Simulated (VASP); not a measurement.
# Nb3Sn (Pm-3n) in VASP: further runs

Nb3Sn is run at these levels: LDA, PBEsol, PBE, r2SCAN; tasks: single point, relaxation of cell and atoms.

Program: VASP 6.6.1. These are calculated values, not measurements. Logs are shortened: lines on timing, memory, paths and dates and some standing lists are left out, and cuts for length are marked.

## 1. The cell of the first run

Symmetry: Pm-3n, No. 223, cubic system. Conventional cell: a = 5.216 Å, b = 5.216 Å, c = 5.216 Å, α = 90.00°, β = 90.00°, γ = 90.00°. Nb (site symmetry -4m2) has 10 Nb at 2.61 to 3.19 Å and 4 Sn at 2.92 Å within 3.4 Å. Within 3.8 Å of Sn (site symmetry m-3) lie 12 Nb at 2.92 Å.

## 2. Single point, LDA

Contents of INCAR:

```
PREC     = Accurate       # precision mode
ENCUT    = 520            # plane-wave cutoff, eV
EDIFF    = 1E-6           # SCF threshold, eV
ISMEAR   = -1             # smearing method
SIGMA    = 0.02           # smearing width, eV
LREAL    = False          # projectors in reciprocal space
LASPH    = True           # aspherical terms in the spheres
NELM     = 100            # most SCF steps
ALGO     = Normal         # electronic algorithm
ISIF     = 2              # what is computed and relaxed
LWAVE    = False          # write WAVECAR
LCHARG   = False          # write CHGCAR
GGA      = CA             # functional
NBANDS   = 63             # bands
```

Contents of KPOINTS:

```
Automatic mesh
0
Gamma
  4 4 4
```

Contents of POSCAR:

```
Nb3Sn
1.0
    5.2157587205      0.0000000000      0.0000000000
    0.0000000000      5.2157587205      0.0000000000
    0.0000000000      0.0000000000      5.2157587205
Nb Sn
6 2
Direct
    0.2500000000      0.0000000000      0.5000000000
    0.5000000000      0.7500000000      0.0000000000
    0.7500000000      0.0000000000      0.5000000000
    0.5000000000      0.2500000000      0.0000000000
    0.0000000000      0.5000000000      0.7500000000
    0.0000000000      0.5000000000      0.2500000000
    0.0000000000      0.0000000000      0.0000000000
    0.5000000000      0.5000000000      0.5000000000
```

Potentials or basis: VASP PAW LDA potentials, release 64 (Nb_sv, Sn_d).

The run is started by

```bash
cat potpaw_LDA.64/Nb_sv/POTCAR potpaw_LDA.64/Sn_d/POTCAR > POTCAR
mpirun -np 1 vasp_std > vasp.out
```

OUTCAR:

```text
PREC = Accurate
   ENCUT = 520
   EDIFF = 1E-6
   ISMEAR = -1
   LREAL = False
   LASPH = True
   NELM = 100
   ISIF = 2
   GGA = CA

 ion  position               nearest neighbor table
   1  0.250  0.000  0.500-   3 2.61   3 2.61   8 2.92   7 2.92   8 2.92   7 2.92
   2  0.500  0.750  0.000-   4 2.61   4 2.61   8 2.92   8 2.92   7 2.92   7 2.92
   3  0.750  0.000  0.500-   1 2.61   1 2.61   8 2.92   7 2.92   8 2.92   7 2.92
   4  0.500  0.250  0.000-   2 2.61   2 2.61   8 2.92   8 2.92   7 2.92   7 2.92
   5  0.000  0.500  0.750-   6 2.61   6 2.61   8 2.92   7 2.92   7 2.92   8 2.92
   6  0.000  0.500  0.250-   5 2.61   5 2.61   8 2.92   7 2.92   7 2.92   8 2.92
   7  0.000  0.000  0.000-   1 2.92   2 2.92   3 2.92   4 2.92   5 2.92   6 2.92   1 2.92   3 2.92
                             5 2.92   6 2.92   2 2.92   4 2.92
   8  0.500  0.500  0.500-   1 2.92   2 2.92   3 2.92   4 2.92   5 2.92   6 2.92   2 2.92   4 2.92
                             1 2.92   3 2.92   5 2.92   6 2.92

  LATTYP: Found a simple cubic cell.
 ALAT       =     5.2157587205

  Lattice vectors:

 A1 = (   5.2157587205,   0.0000000000,   0.0000000000)
 A2 = (   0.0000000000,   5.2157587205,   0.0000000000)
 A3 = (   0.0000000000,   0.0000000000,   5.2157587205)

Analysis of symmetry for initial positions (statically):
=====================================================================
 Subroutine PRICEL returns:
 Original cell was already a primitive cell.

 Routine SETGRP: Setting up the symmetry group for a
 simple cubic supercell.

 Subroutine GETGRP returns: Found 48 space group operations
 (whereof 24 operations were pure point group operations)
 out of a pool of 48 trial point group operations.

The static configuration has the point symmetry T_h .
 The point group associated with its full space group is O_h .

Analysis of symmetry for dynamics (positions and initial velocities):
=====================================================================
 Subroutine PRICEL returns:
 Original cell was already a primitive cell.

 Routine SETGRP: Setting up the symmetry group for a
 simple cubic supercell.

 Subroutine GETGRP returns: Found 48 space group operations
 (whereof 24 operations were pure point group operations)
 out of a pool of 48 trial point group operations.

The dynamic configuration has the point symmetry T_h .
 The point group associated with its full space group is O_h .

[... 98 lines left out ...]
   NSW    =      0    number of steps for IOM
   IBRION =     -1    ionic relax: 0-MD 1-quasi-New 2-CG
   NFREE  =      0    steps in history (QN), initial steepest desc. (CG)
   ISIF   =      2    stress and relaxation
   ISYM   =      2    0-nonsym 1-usesym 2-fastsym
   POTIM  = 0.5000    time-step for ionic-motion
   TEBEG  =    0.0;   TEEND  =   0.0 temperature during run
   PSTRESS=    0.0 pullay stress
   NELECT =     106.0000    total number of electrons
   NUPDOWN=      -1.0000    fix difference up-down
   EMIN   =  10.00;   EMAX   =-10.00  energy-range for DOS
   EFERMI =   0.00;   METHOD = LEGACY
   ISMEAR =    -1;   SIGMA  =   0.02  broadening in eV -4-tet -1-fermi 0-gaus
   EFERMI_NEDOS =   21; number of points for ismear=-14 and -15
   IALGO  =     38    algorithm
   IMIX   =      4    mixing-type and parameters
     AMIX     =   0.40;   BMIX     =  1.00
     AMIX_MAG =   1.60;   BMIX_MAG =  1.00
  volume/ion in A,a.u.               =      17.74       119.69
  Fermi-wavevector in a.u.,A,eV,Ry     =   1.485454  2.807102 30.022268  2.206574
  Thomas-Fermi vector in A             =   2.598864
   LORBIT       =      0    0 simple, 1 ext, 2 COOP (PROOUT), +10 PAW based schemes
   GGA     = CA    functional components
   LHFCALC =     F    Hartree Fock is set to
   AEXX    =    0.0000 exact exchange contribution
   IVDW    =     0    specifies the selected vdW correction
   LEPSILON=     F    determine dielectric tensor
   LRPA    =     F    only Hartree local field effects (RPA)
 non-spin polarized calculation
  energy-cutoff  :      520.00
  volume of cell :      141.89
 maximum number of plane-waves:      3887
 NGX is ok and might be reduce to    40
   NGX = 19   NGY = 19   NGZ = 19

 number of electron     105.9999983 magnetization

 Free energy of the ion-electron system (eV)
  ---------------------------------------------------
  ext. energy  EPLUGINS =         0.00000000
  ---------------------------------------------------
  free energy    TOTEN  =       -78.27762280 eV

  energy without entropy =      -78.25917005  energy(sigma->0) =      -78.26839643

 E-fermi :  11.8074     XC(G=0): -12.7890

 val. band max:       11.8012496395   @ k =   0.2500   0.0000   0.0000
 cond. band min:      11.8947119387   @ k =   0.5000   0.5000   0.2500
 fundamental gap:      0.0934622992
 Fermi energy:        11.8073994644

 k-point     1 :       0.0000    0.0000    0.0000
  band No.  band energies     occupation
      1     -42.4281      2.00000
      2     -42.3392      2.00000
      3     -42.3392      2.00000
      4     -42.0792      2.00000
      5     -42.0792      2.00000
      6     -42.0792      2.00000
[... 649 lines left out ...]
     62      14.3862      0.00000
     63      14.3934      0.00000

------------------------ aborting loop because EDIFF is reached ----------------------------------------

  FORCE on cell =-STRESS in cart. coord.  units (eV):
  Direction    XX          YY          ZZ          XY          YZ          ZX
  --------------------------------------------------------------------------------------
  -------------------------------------------------------------------------------------
  Total        0.0515679      0.0515679      0.0515679     -0.0000000      0.0000000      0.0000000
  in kB        0.5822871      0.5822871      0.5822871     -0.0000000      0.0000000      0.0000000
  external PRESSURE =       0.5822871 kB  Pullay stress =       0.0000000 kB

 VOLUME and BASIS-vectors are now :
 -----------------------------------------------------------------------------
  energy-cutoff  :      520.00
  volume of cell :      141.89
      direct lattice vectors                 reciprocal lattice vectors
     5.215758721  0.000000000  0.000000000     0.191726660  0.000000000  0.000000000
     0.000000000  5.215758721  0.000000000     0.000000000  0.191726660  0.000000000
     0.000000000  0.000000000  5.215758721     0.000000000  0.000000000  0.191726660

 POSITION                                       TOTAL-FORCE (eV/Angst)
 -----------------------------------------------------------------------------------
      1.30394      0.00000      2.60788        -0.000000      0.000000     -0.000000
      2.60788      3.91182      0.00000        -0.000000      0.000000     -0.000000
      3.91182      0.00000      2.60788         0.000000     -0.000000      0.000000
      2.60788      1.30394      0.00000         0.000000     -0.000000      0.000000
      0.00000      2.60788      3.91182        -0.000000      0.000000     -0.000000
      0.00000      2.60788      1.30394         0.000000     -0.000000      0.000000
      0.00000      0.00000      0.00000        -0.000000     -0.000000     -0.000000
      2.60788      2.60788      2.60788        -0.000000     -0.000000     -0.000000
 -----------------------------------------------------------------------------------
    total drift:                                0.000000     -0.000000      0.000000

  FREE ENERGIE OF THE ION-ELECTRON SYSTEM (eV)
  ---------------------------------------------------
  free  energy   TOTEN  =       -78.2776228008 eV

  energy  without entropy=      -78.2591700501  energy(sigma->0) =      -78.26839643
```

OSZICAR:

```text
N       E                     dE             d eps       ncg     rms          rms(c)
DAV:   1     0.192100154086E+04    0.19210E+04   -0.50329E+04  1305   0.227E+03
DAV:   2     0.204585313422E+03   -0.17164E+04   -0.16822E+04  1420   0.919E+02
DAV:   3    -0.447260573477E+02   -0.24931E+03   -0.23981E+03  1684   0.298E+02
DAV:   4    -0.783920990791E+02   -0.33666E+02   -0.32682E+02  1992   0.916E+01
DAV:   5    -0.811774811431E+02   -0.27854E+01   -0.27610E+01  2336   0.246E+01    0.186E+01
DAV:   6    -0.785525167901E+02    0.26250E+01   -0.98883E+00  1976   0.162E+01    0.635E+00
DAV:   7    -0.782837198700E+02    0.26880E+00   -0.17628E+00  2008   0.714E+00    0.254E+00
DAV:   8    -0.782758000013E+02    0.79199E-02   -0.22008E-01  2048   0.247E+00    0.572E-01
DAV:   9    -0.782774597916E+02   -0.16598E-02   -0.32475E-02  2192   0.106E+00    0.280E-01
DAV:  10    -0.782776523206E+02   -0.19253E-03   -0.41698E-03  2040   0.309E-01    0.601E-02
DAV:  11    -0.782776254407E+02    0.26880E-04   -0.42489E-04  2072   0.118E-01    0.208E-02
DAV:  12    -0.782776227031E+02    0.27375E-05   -0.41023E-05  1984   0.407E-02    0.832E-03
DAV:  13    -0.782776228008E+02   -0.97685E-07   -0.46342E-06  1264   0.136E-02
   1 F= -.78277623E+02 E0= -.78268396E+02  d E =-.184528E-01
```

Run time: 2.6 min. Hardware: 1 thread of AMD EPYC 7R13, shared host; peak memory 0.2 GiB.

Results:

```yaml
Free_energy: -78.2776 eV
Pressure: 0.1 GPa
Band_gap_on_the_k_mesh: zero (band 53 reaches 12.05 eV, above the bottom of band 54 at 11.44 eV)
```

Levels at points of the mesh, in eV from the Fermi level:
| k point | band 52 | band 53 | band 54 | band 55 | band 56 | band 57 |
| --- | --- | --- | --- | --- | --- | --- |
| (0.00, 0.00, 0.00) | -0.58 | -0.10 | -0.10 | 2.43 | 2.43 | 2.43 |
| (0.50, 0.00, 0.00) | -0.91 | -0.37 | -0.37 | 1.57 | 1.57 | 2.23 |
| (0.50, 0.50, 0.00) | 0.11 | 0.25 | 0.56 | 0.65 | 0.65 | 0.77 |
| (0.50, 0.50, 0.50) | -0.02 | 0.13 | 0.13 | 0.13 | 0.13 | 0.13 |

Caveat: spin-orbit coupling is left out, which moves the levels of the heavy elements.

## 3. Single point, PBEsol

This run uses another cell than the first one, of 18.12 Å³/atom, 1.022 times its volume.

Contents of INCAR:

```
SYSTEM = Nb3Sn
ALGO = Normal
EDIFF = 1E-6
ENCUT = 520
GGA = PS
ISIF = 2
ISMEAR = -1
LASPH = .True.
LCHARG = .True.
LELF = .True.
LREAL = .False.
LVHAR = .True.
LWAVE = .False.
NBANDS = 63
NELM = 80
PREC = Accurate
SIGMA = 0.02
```

Contents of KPOINTS:

```
k-points
0
Gamma
  4 4 4
  0 0 0
```

Edit POSCAR of step 2 so:

```diff
@@ -2,5 +2,5 @@
 1.0
-    5.2157587205      0.0000000000      0.0000000000
-    0.0000000000      5.2157587205      0.0000000000
-    0.0000000000      0.0000000000      5.2157587205
+    5.2532777309      0.0000000000      0.0000000000
+    0.0000000000      5.2532777309      0.0000000000
+    0.0000000000      0.0000000000      5.2532777309
 Nb Sn
```

Potentials or basis: VASP PAW PBE potentials, release 64 (Nb_sv, Sn_d).

The run is started by

```bash
cat potpaw_PBE.64/Nb_sv/POTCAR potpaw_PBE.64/Sn_d/POTCAR > POTCAR
mpirun -np 1 vasp_std > vasp.out
```

Wall time 2.7 min (1 thread of AMD EPYC 7R13, shared host); peak memory 0.24 GiB.

It converged, with:

```yaml
Free_energy: -75.9765 eV
Pressure: -0.2 GPa
Band_gap_on_the_k_mesh: zero (band 53 reaches 11.75 eV, above the bottom of band 54 at 11.17 eV)
```

Levels at points of the mesh, in eV from the Fermi level:
| k point | band 51 | band 52 | band 53 | band 54 | band 55 | band 56 | band 57 | band 58 |
| --- | --- | --- | --- | --- | --- | --- | --- | --- |
| (0.00, 0.00, 0.00) | -0.58 | -0.58 | -0.09 | -0.09 | 2.41 | 2.41 | 2.41 | 2.52 |
| (0.50, 0.00, 0.00) | -0.88 | -0.88 | -0.40 | -0.40 | 1.53 | 1.53 | 2.20 | 2.20 |
| (0.50, 0.50, 0.00) | 0.13 | 0.13 | 0.19 | 0.57 | 0.62 | 0.62 | 0.76 | 0.87 |
| (0.50, 0.50, 0.50) | -0.01 | -0.01 | 0.10 | 0.10 | 0.10 | 0.10 | 0.10 | 0.10 |

Caveat: the PAW data sets were made with another functional, which shifts forces and pressure a little; spin-orbit coupling is left out, which moves the levels of the heavy elements.

[end of part 1 of 3]
